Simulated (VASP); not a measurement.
# TaN (I4/mmm) in VASP: further runs

TaN is run at these levels: PBEsol; tasks: single point.

Program: VASP 6.6.1. These are calculated values, not measurements. Logs are shortened: lines on timing, memory, paths and dates and some standing lists are left out, and cuts for length are marked.

## 1. The cell of the first run

Symmetry: I4/mmm, No. 139, tetragonal system. Conventional cell: a = 3.005 Å, b = 3.005 Å, c = 4.467 Å, α = 90.00°, β = 90.00°, γ = 90.00°. Ta (site symmetry 4/mmm) has 6 N at 2.12 to 2.23 Å within 2.8 Å. N (site symmetry 4/mmm) has 6 Ta at 2.12 to 2.23 Å within 2.8 Å.

## 2. Single point, PBEsol (strain -0.025 along x and y, +0.025 along z)

File INCAR:

```
PREC     = Accurate       # precision mode
ENCUT    = 600            # plane-wave cutoff, eV
EDIFF    = 1E-6           # SCF threshold, eV
ISMEAR   = 0              # smearing method
SIGMA    = 0.15           # smearing width, eV
LREAL    = False          # projectors in reciprocal space
LASPH    = True           # aspherical terms in the spheres
NELM     = 120            # most SCF steps
ALGO     = Normal         # electronic algorithm
ISIF     = 2              # what is computed and relaxed
LWAVE    = False          # write WAVECAR
LCHARG   = True           # write CHGCAR
GGA      = PS             # functional
LELF     = True           # ELF
LVHAR    = True         
NBANDS   = 16             # bands
GGA_COMPAT= False
```

File KPOINTS:

```
regular mesh
0
Gamma
  18 18 18
```

File POSCAR:

```
TaN
1.0
    0.0000000000      2.1245250000      2.2334750000
    2.1245250000      0.0000000000      2.2334750000
    2.1245250000      2.1245250000      0.0000000000
Ta N
1 1
Direct
    0.5000000000      0.5000000000      0.5000000000
    0.0000000000      0.0000000000      0.0000000000
```

Potentials or basis: VASP PAW PBE potentials, release 64 (Ta_sv_GW, N).

Started as:

```
> cat potpaw_PBE.64/Ta_sv_GW/POTCAR potpaw_PBE.64/N/POTCAR > POTCAR
> mpirun -np 1 vasp_std > vasp.out
```

OUTCAR:

```text
PREC = Accurate
   ENCUT = 600
   EDIFF = 1E-6
   ISMEAR = 0
   LREAL = False
   LASPH = True
   NELM = 120
   ISIF = 2
   GGA = PS

 ion  position               nearest neighbor table
   1  0.500  0.500  0.500-   2 2.12   2 2.12   2 2.12   2 2.12   2 2.23   2 2.23
   2  0.000  0.000  0.000-   1 2.12   1 2.12   1 2.12   1 2.12   1 2.23   1 2.23

  LATTYP: Found a body centered tetragonal cell.
 ALAT       =     3.0045320686
 C/A-ratio  =     1.4867373348

  Lattice vectors:

 A1 = (  -2.1245250000,   0.0000000000,   2.2334750000)
 A2 = (   2.1245250000,   0.0000000000,   2.2334750000)
 A3 = (   0.0000000000,   2.1245250000,  -2.2334750000)

Analysis of symmetry for initial positions (statically):
=====================================================================
 Subroutine PRICEL returns:
 Original cell was already a primitive cell.

 Routine SETGRP: Setting up the symmetry group for a
 body centered tetragonal supercell.

 Subroutine GETGRP returns: Found 16 space group operations
 (whereof 16 operations were pure point group operations)
 out of a pool of 16 trial point group operations.

The static configuration has the point symmetry D_4h.

Analysis of symmetry for dynamics (positions and initial velocities):
=====================================================================
 Subroutine PRICEL returns:
 Original cell was already a primitive cell.

 Routine SETGRP: Setting up the symmetry group for a
 body centered tetragonal supercell.

 Subroutine GETGRP returns: Found 16 space group operations
 (whereof 16 operations were pure point group operations)
 out of a pool of 16 trial point group operations.

The dynamic configuration has the point symmetry D_4h.

 Subroutine INISYM returns: Found 16 space group operations
 (whereof 16 operations are pure point group operations),
 and found     1 'primitive' translations

----------------------------------------------------------------------------------------

                                     Primitive cell

  volume of cell :      20.1621

  direct lattice vectors                    reciprocal lattice vectors
     0.000000000  2.124525000  2.233475000    -0.235346725  0.235346725  0.223866397
     2.124525000  0.000000000  2.233475000     0.235346725 -0.235346725  0.223866397
     2.124525000  2.124525000  0.000000000     0.235346725  0.235346725 -0.223866397

  length of vectors
     3.082534193  3.082534193  3.004532069     0.401113855  0.401113855  0.401113855

  position of ions in fractional coordinates (direct lattice)
     0.500000000  0.500000000  0.500000000
     0.000000000  0.000000000  0.000000000

  ion indices of the primitive-cell ions
   primitive index   ion index
                 1           1
                 2           2

----------------------------------------------------------------------------------------

 KPOINTS: regular mesh

Automatic generation of k-mesh.
 Grid dimensions read from file:
 generate k-points for:   18   18   18

 Generating k-lattice:

  Cartesian coordinates                     Fractional coordinates (reciprocal lattice)
    -0.013074818  0.013074818  0.012437022     0.055555556  0.000000000  0.000000000
     0.013074818 -0.013074818  0.012437022     0.000000000  0.055555556  0.000000000
     0.013074818  0.013074818 -0.012437022    -0.000000000 -0.000000000  0.055555556

  Length of vectors
     0.022284103  0.022284103  0.022284103

  Shift w.r.t. Gamma in fractional coordinates (k-lattice)
     0.000000000  0.000000000  0.000000000

 Subroutine IBZKPT returns following result:
 ===========================================

 Found    480 irreducible k-points:

 Following reciprocal coordinates:
            Coordinates               Weight
  0.000000  0.000000  0.000000      1.000000
  0.055556  0.000000  0.000000      8.000000
  0.111111  0.000000  0.000000      8.000000
  0.166667  0.000000  0.000000      8.000000
  0.222222  0.000000  0.000000      8.000000
  0.277778  0.000000  0.000000      8.000000
[... 16 lines left out ...]
 -0.277778  0.055556  0.000000      8.000000
 -0.222222  0.055556  0.000000      8.000000
 [... further k-points ...]
   k-points           NKPTS =    480   k-points in BZ     NKDIM =    480   number of bands    NBANDS=     16
   number of dos      NEDOS =    301   number of ions     NIONS =      2
   total plane-waves  NPLWV =  18816
   dimension x,y,z NGX =    28 NGY =   28 NGZ =   24
   dimension x,y,z NGXF=    56 NGYF=   56 NGZF=   48
   ions per type =               1   1
   NGX,Y,Z   is equivalent  to a cutoff of  15.10, 15.10, 13.28 a.u.
   NGXF,Y,Z  is equivalent  to a cutoff of  30.20, 30.20, 26.56 a.u.
 SYSTEM =  unknown system
   PREC   = accura    normal or accurate (medium, high low for compatibility)
   ISTART =      0    job   : 0-new  1-cont  2-samecut
   ICHARG =      2    charge: 1-file 2-atom 10-const
   ISPIN  =      1    spin polarized calculation?
   LNONCOLLINEAR =      F non collinear calculations
   LSORBIT =      F    spin-orbit coupling
   LASPH  =      T    aspherical Exc in radial PAW
   ENCUT  =  600.0 eV  44.10 Ry    6.64 a.u.   6.16  6.16  6.00*2*pi/ulx,y,z
   NELM   =    120;   NELMIN=  2; NELMDL= -5     # of ELM steps
   EDIFF  = 0.1E-05   stopping-criterion for ELM
   LREAL  =      F    real-space projection
   EDIFFG = 0.1E-04   stopping-criterion for IOM
   NSW    =      0    number of steps for IOM
   IBRION =     -1    ionic relax: 0-MD 1-quasi-New 2-CG
   NFREE  =      0    steps in history (QN), initial steepest desc. (CG)
   ISIF   =      2    stress and relaxation
   ISYM   =      2    0-nonsym 1-usesym 2-fastsym
   POTIM  = 0.5000    time-step for ionic-motion
   TEBEG  =    0.0;   TEEND  =   0.0 temperature during run
   PSTRESS=    0.0 pullay stress
   NELECT =      18.0000    total number of electrons
   NUPDOWN=      -1.0000    fix difference up-down
   EMIN   =  10.00;   EMAX   =-10.00  energy-range for DOS
   EFERMI =   0.00;   METHOD = LEGACY
   ISMEAR =     0;   SIGMA  =   0.15  broadening in eV -4-tet -1-fermi 0-gaus
   EFERMI_NEDOS =   21; number of points for ismear=-14 and -15
   IALGO  =     38    algorithm
   IMIX   =      4    mixing-type and parameters
     AMIX     =   0.40;   BMIX     =  1.00
     AMIX_MAG =   1.60;   BMIX_MAG =  1.00
  volume/ion in A,a.u.               =      10.08        68.03
  Fermi-wavevector in a.u.,A,eV,Ry     =   1.576355  2.978879 33.809057  2.484896
  Thomas-Fermi vector in A             =   2.677201
   LORBIT       =      0    0 simple, 1 ext, 2 COOP (PROOUT), +10 PAW based schemes
   GGA     = PS    functional components
   LHFCALC =     F    Hartree Fock is set to
   AEXX    =    0.0000 exact exchange contribution
   IVDW    =     0    specifies the selected vdW correction
   LEPSILON=     F    determine dielectric tensor
   LRPA    =     F    only Hartree local field effects (RPA)
 non-spin polarized calculation
 Gauss-broadening in eV      SIGMA  =   0.15
  energy-cutoff  :      600.00
  volume of cell :       20.16
 maximum number of plane-waves:       686
 NGX is ok and might be reduce to    28
   NGX = 13   NGY = 13   NGZ = 13

 number of electron      17.9999999 magnetization

 Free energy of the ion-electron system (eV)
  ---------------------------------------------------
  ext. energy  EPLUGINS =         0.00000000
  ---------------------------------------------------
  free energy    TOTEN  =       -25.65199950 eV

  energy without entropy =      -25.64303944  energy(sigma->0) =      -25.64751947

 E-fermi :  14.4746     XC(G=0): -14.2681

 val. band max:       14.4676264107   @ k =  -0.2222   0.1667   0.0000
 cond. band min:      14.4800577309   @ k =   0.1667   0.1667   0.0000
 fundamental gap:      0.0124313202
 Fermi energy:        14.4746087125

 k-point     1 :       0.0000    0.0000    0.0000
  band No.  band energies     occupation
      1     -54.9143      2.00000
      2     -21.0966      2.00000
      3     -21.0795      2.00000
      4     -21.0795      2.00000
      5      -4.7605      2.00000
      6      10.3666      2.00000
[... 8 lines left out ...]
     15      23.6490      0.00000
     16      39.1873      0.00000

 k-point     2 :       0.0556    0.0000    0.0000
  band No.  band energies     occupation
      1     -54.9121      2.00000
      2     -21.1215      2.00000
      3     -21.0939      2.00000
      4     -21.0813      2.00000
      5      -4.6757      2.00000
      6       9.9985      2.00000
[... 8 lines left out ...]
     15      23.8982      0.00000
     16      37.8380      0.00000

 k-point     3 :       0.1111    0.0000    0.0000
  band No.  band energies     occupation
      1     -54.9057      2.00000
      2     -21.2196      2.00000
      3     -21.1077      2.00000
      4     -21.0864      2.00000
      5      -4.4291      2.00000
      6       9.1363      2.00000
[... 8 lines left out ...]
     15      24.6036      0.00000
     16      35.8543      0.00000

 k-point     4 :       0.1667    0.0000    0.0000
  band No.  band energies     occupation
      1     -54.8960      2.00000
      2     -21.3688      2.00000
      3     -21.1264      2.00000
      4     -21.0942      2.00000
      5      -4.0425      2.00000
      6       8.1018      2.00000
[... 8 lines left out ...]
     15      25.6295      0.00000
     16      33.9128      0.00000
[... 324 lines left out ...]
 k-point    22 :      -0.3333    0.0556    0.0000
  band No.  band energies     occupation
      1     -54.8535      2.00000
      2     -21.9540      2.00000
      3     -21.2314      2.00000
      4     -21.1155      2.00000
      5      -2.1572      2.00000
      6       4.8060      2.00000
[... 8 lines left out ...]
     15      27.0536      0.00000
     16      28.6736      0.00000

 k-point    23 :      -0.2778    0.0556    0.0000
  band No.  band energies     occupation
      1     -54.8647      2.00000
      2     -21.8042      2.00000
      3     -21.2113      2.00000
      4     -21.1034      2.00000
      5      -2.7042      2.00000
      6       5.6327      2.00000
[... 8 lines left out ...]
     15      27.2768      0.00000
     16      30.2464      0.00000

 k-point    24 :      -0.2222    0.0556    0.0000
  band No.  band energies     occupation
      1     -54.8772      2.00000
      2     -21.6306      2.00000
      3     -21.1868      2.00000
      4     -21.0924      2.00000
      5      -3.2643      2.00000
      6       6.5757      2.00000
[... 8 lines left out ...]
     15      27.0939      0.00000
     16      31.8917      0.00000

 [... further k-points ...]
[... 5 lines left out ...]
  --------------------------------------------------------------------------------------
  -------------------------------------------------------------------------------------
  Total        3.5735180      3.5735180     -0.5676764      0.0000000     -0.0000000      0.0000000
  in kB      283.9695476    283.9695476    -45.1103983      0.0000000     -0.0000000      0.0000000
  external PRESSURE =     174.2762323 kB  Pullay stress =       0.0000000 kB

 VOLUME and BASIS-vectors are now :
 -----------------------------------------------------------------------------
  energy-cutoff  :      600.00
  volume of cell :       20.16
      direct lattice vectors                 reciprocal lattice vectors
     0.000000000  2.124525000  2.233475000    -0.235346725  0.235346725  0.223866397
     2.124525000  0.000000000  2.233475000     0.235346725 -0.235346725  0.223866397
     2.124525000  2.124525000  0.000000000     0.235346725  0.235346725 -0.223866397

 POSITION                                       TOTAL-FORCE (eV/Angst)
 -----------------------------------------------------------------------------------
      2.12453      2.12453      2.23347        -0.000000     -0.000000      0.000000
      0.00000      0.00000      0.00000         0.000000      0.000000      0.000000
 -----------------------------------------------------------------------------------
    total drift:                                0.000000      0.000000      0.000000

  FREE ENERGIE OF THE ION-ELECTRON SYSTEM (eV)
  ---------------------------------------------------
  free  energy   TOTEN  =       -25.6519994994 eV

  energy  without entropy=      -25.6430394357  energy(sigma->0) =      -25.64751947
```

Wall time 1.8 min (1 thread of AMD EPYC 9R45 (Zen 5), shared host); peak memory 0.3 GiB.

Results:

* Free energy: -25.6520 eV
* Pressure: 17.4 GPa
* Band gap on the k mesh: zero (bands 9 and 10 overlap by 4.11 eV)

Caveat: the cell differs from its parent crystal (strain -0.025 along x and y, +0.025 along z); the cell stands under pressure; the PAW data sets were made with another functional, which shifts forces and pressure a little; spin-orbit coupling is left out, which moves the levels of the heavy elements.

(Part 1 of 2 ends here.)
